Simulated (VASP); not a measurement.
A run of VASP 6.6.1 is set up as follows.

The input INCAR:

```
  PREC = Accurate
  ENCUT = 500
  EDIFF = 1E-6
  ISMEAR = 0
  SIGMA = 0.02
  LREAL = F
  LASPH = T
  NELM = 120
  ALGO = Normal
  ISIF = 2
  LWAVE = F
  LCHARG = F
  GGA = PE
  NBANDS = 26
  GGA_COMPAT = F
```

File KPOINTS:

```
Automatic mesh
0
Gamma
  6 6 4
```

The input POSCAR:

```
AgI
1.0
    4.5456982170      0.0000000000      0.0000000000
   -2.2728491085      3.9366901339      0.0000000000
    0.0000000000      0.0000000000      7.4312984412
Ag I
2 2
Direct
    0.3333333333      0.6666666667      0.0024494355
    0.6666666667      0.3333333333      0.5024494355
    0.3333333333      0.6666666667      0.3774505645
    0.6666666667      0.3333333333      0.8774505645
```

Potentials or basis: VASP PAW PBE potentials, release 64 (Ag, I).

Run with:

```console
$ cat potpaw_PBE.64/Ag/POTCAR potpaw_PBE.64/I/POTCAR > POTCAR
$ mpirun -np 1 vasp_std > vasp.out
```

**Question.** Predict the band gap on the k mesh.

**Answer.** 1.37 eV.

**Question.** Predict the largest force.

**Answer.** 0.007 eV/Å.

Forces on the atoms (eV/Å):
```
Ag   0.000  0.000  0.007
Ag   0.000  0.000  0.007
I    0.000  0.000 -0.007
I    0.000  0.000 -0.007
```

Caveat: the cell differs from its parent crystal (equal strain along all axes, cell held: -3.0 %, then relaxed in part); spin-orbit coupling is left out, which moves the levels of the heavy elements.
